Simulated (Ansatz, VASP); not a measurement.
Si: VASP beside Ansatz

```xyz
1
Lattice="0.0000 1.7037 1.7037 1.7037 0.0000 1.7037 1.7037 1.7037 0.0000" Properties=species:S:1:pos:R:3 pbc="T T T"
Si    0.0000    0.0000    0.0000
```

Change from the starting cell: volume scaled by 0.68, LAPW.

Alike in both runs: task single point; functional PBE; k mesh 18 × 18 × 18; occupations fermi-dirac, width 0.05 eV; no spin polarisation.

|  | VASP | Ansatz |
| --- | --- | --- |
| version | VASP 6.6.1 | Ansatz 0.2.0 |
| potentials or method | VASP PAW PBE potentials, release 64 (Si), cutoff 520 eV | all-electron LAPW, scalar-relativistic |

VASP gave:

- pressure (GPa): 71.4

Question: Estimate Ansatz's values.

Answer: Pressure (GPa): 71.9.

Both programs put the cell under a high pressure, so it lies far from rest at this level. Ansatz ran all-electron here, and VASP with PAW potentials.

Noted on VASP's run: the cell as given lies far from equilibrium.
